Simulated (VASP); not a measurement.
Here is a VASP 6.6.1 calculation.

INCAR

```
PREC = Accurate
ENCUT = 520
EDIFF = 1E-7
ISMEAR = 0
SIGMA = 0.05
LREAL = False
LASPH = True
NELM = 100
ALGO = Normal
ISIF = 2
LWAVE = False
LCHARG = False
GGA = PE
NBANDS = 25
```

The input KPOINTS:

```
Automatic mesh
0
Gamma
  6 6 10
```

The input POSCAR:

```
SiO2
1.0
    4.0185820436      0.0000000000      0.0000000000
    0.0000000000      4.0185820436      0.0000000000
    0.0000000000      0.0000000000      2.6297600894
Si O
2 4
Direct
    0.5000000000      0.5000000000      0.5000000000
    0.0000000000      0.0000000000      0.0000000000
    0.6930127928      0.6930127928      0.0000000000
    0.1930127928      0.8069872072      0.5000000000
    0.3069872072      0.3069872072      0.0000000000
    0.8069872072      0.1930127928      0.5000000000
```

Potentials or basis: VASP PAW PBE potentials, release 64 (Si, O).

Command:

```bash
$ cat potpaw_PBE.64/Si/POTCAR potpaw_PBE.64/O/POTCAR > POTCAR
$ mpirun -np 1 vasp_std > vasp.out
```

Question: Estimate the pressure.

Answer: 48.6 GPa.

Question: Predict the largest force.

Answer: 1.103 eV/Å.

Question: Estimate the band gap on the k mesh.

Answer: 6.62 eV, direct.

Stress tensor (GPa, compression positive):
```
50.22  0.00  0.00
 0.00 50.22  0.00
 0.00  0.00 45.42
```

Caveat: forces of over 1 eV/Å act on the atoms, so gaps and moduli don't describe the material at rest. A k mesh can miss the band edges.
